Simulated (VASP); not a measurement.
AlN, 2 atoms in the cell. The structure is tetragonal, space group I4/mmm (No. 139). Conventional cell: a = 2.733 Å, b = 2.733 Å, c = 3.967 Å, α = 90.00°, β = 90.00°, γ = 90.00°. Within 2.6 Å of Al (site symmetry 4/mmm) lie 6 N at 1.93 to 1.98 Å. N (site symmetry 4/mmm) has 6 Al at 1.93 to 1.98 Å within 2.6 Å.  This cell differs from its parent crystal: strain -0.050 along x and y, -0.025 along z.

* Program: VASP 6.6.1
* Task: single point
* Functional: r2SCAN
* Potentials or basis: VASP PAW PBE potentials, release 64 (Al, N)
* Cutoff: 520 eV
* k mesh: 10 × 10 × 10
* Occupations: gaussian, width 0.05 eV
* Spin: no spin polarisation
* Dipole correction: no
* Further INCAR settings: ALGO = Normal; EDIFF = 1e-07; NBANDS = 11

Potentials or basis: VASP PAW PBE potentials, release 64 (Al, N).

Launch:

```console
$ cat potpaw_PBE.64/Al/POTCAR potpaw_PBE.64/N/POTCAR > POTCAR
$ cp INCAR.step1 INCAR
$ mpirun -np 1 vasp_std > vasp.out
$ cp INCAR.step2 INCAR
$ mpirun -np 1 vasp_std > vasp.out
```

Hardware: 1 thread of Intel(R) Xeon(R) 6975P-C (Granite Rapids), on a shared host.

Question: How long does it take, and how much memory?

Answer: Wall time 23 s on 1 thread of Intel(R) Xeon(R) 6975P-C (Granite Rapids) (shared host), peak memory 0.14 GiB. Counts: k points 102.
